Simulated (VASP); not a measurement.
C:

```
C
1.0
     1.22805   -2.12706    0.00000
     1.22805    2.12706    0.00000
     0.00000    0.00000    7.17327
C
4
Direct
  0.08338 0.91662 0.75314
  0.58338 0.41662 0.24686
  0.91662 0.08338 0.24686
  0.41662 0.58338 0.75314
```

* Program: VASP 6.6.1
* Task: relaxation of cell and atoms
* Functional: PBE
* Dispersion: D3(BJ)
* Potentials or basis: VASP PAW PBE potentials, release 64 (C)
* Cutoff: 600 eV
* k mesh: 18 × 18 × 6
* Occupations: gaussian, width 0.1 eV
* Spin: no spin polarisation

At the start: pressure 2.7 GPa; volume 9.37 Å³/atom.

Task: Where does the relaxation end?

Result: Over 18 steps the energy falls by 4.4 meV/atom and the volume is 8.87 Å³/atom (-5.3 %); space group Fmmm (No. 69, to 0.1 Å) before and after.

Step by step:
```
step  energy change (eV)  largest force (eV/Å)  pressure (GPa)  volume (Å³)
   1              0.0000                0.0254            2.67        37.48
   2              0.0202                0.0936           -7.91        38.33
   3             -0.0048                0.0156           -0.70        37.73
   4             -0.0061                0.0483           -0.73        37.58
   5             -0.0089                0.2356           -0.77        37.14
   6             -0.0076                0.6193           -0.77        36.25
   7             -0.0095                0.3628           -0.79        36.84
   8             -0.0096                0.3589           -0.78        36.83
   9             -0.0101                0.3475           -0.74        36.78
  10             -0.0111                0.3249           -0.73        36.68
  11             -0.0127                0.2795           -0.66        36.48
  12             -0.0154                0.1891           -0.50        36.07
  13             -0.0172                0.0154           -0.12        35.27
  14             -0.0172                0.0405           -0.19        35.40
  15             -0.0174                0.0235           -0.16        35.43
  16             -0.0176                0.0222           -0.04        35.49
  17             -0.0176                0.0263           -0.03        35.50
  18             -0.0176                0.0145           -0.02        35.50
```

Final structure:
```xyz
4
Lattice="1.2331 -2.1338 0.0000 1.2331 2.1338 0.0000 0.0000 0.0000 6.7452" Properties=species:S:1:pos:R:3 pbc="T T T"
C     1.2331    1.7784    5.0757
C     1.2331   -0.3554    1.6695
C     1.2331   -1.7784    1.6695
C     1.2331    0.3554    5.0757
```
